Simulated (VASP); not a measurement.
Here is a VASP 6.6.1 calculation.

Contents of INCAR:

```
SYSTEM = Cu
ALGO = Normal
EDIFF = 1E-6
ENCUT = 600
GGA = PE
GGA_COMPAT = .False.
ISIF = 2
ISMEAR = 0
LASPH = .True.
LCHARG = .False.
LREAL = .False.
LWAVE = .False.
NBANDS = 18
NELM = 120
PREC = Accurate
SIGMA = 0.1
```

The input KPOINTS:

```
k-points
0
Gamma
  3 3 2
  0 0 0
```

POSCAR

```
Cu
1.0
    2.5340966698      0.0000000000      0.0000000000
   -1.2670483349      2.1945920917      0.0000000000
    0.0000000000      0.0000000000      4.1125710000
Cu
2
Direct
    0.3333333333      0.6666666667      0.2500000000
    0.6666666667      0.3333333333      0.7500000000
```

Potentials or basis: VASP PAW PBE potentials, release 64 (Cu).

Launch:

```sh
$ cat potpaw_PBE.64/Cu/POTCAR > POTCAR
$ mpirun -np 1 vasp_std > vasp.out
```

Problem. Estimate the pressure.

Solution. 6.8 GPa.

Problem. Predict the band gap on the k mesh.

Solution. Zero (band 11 reaches 12.09 eV, above the bottom of band 12 at 5.97 eV).

Caveat: the k points lie up to 0.95 Å⁻¹ apart.
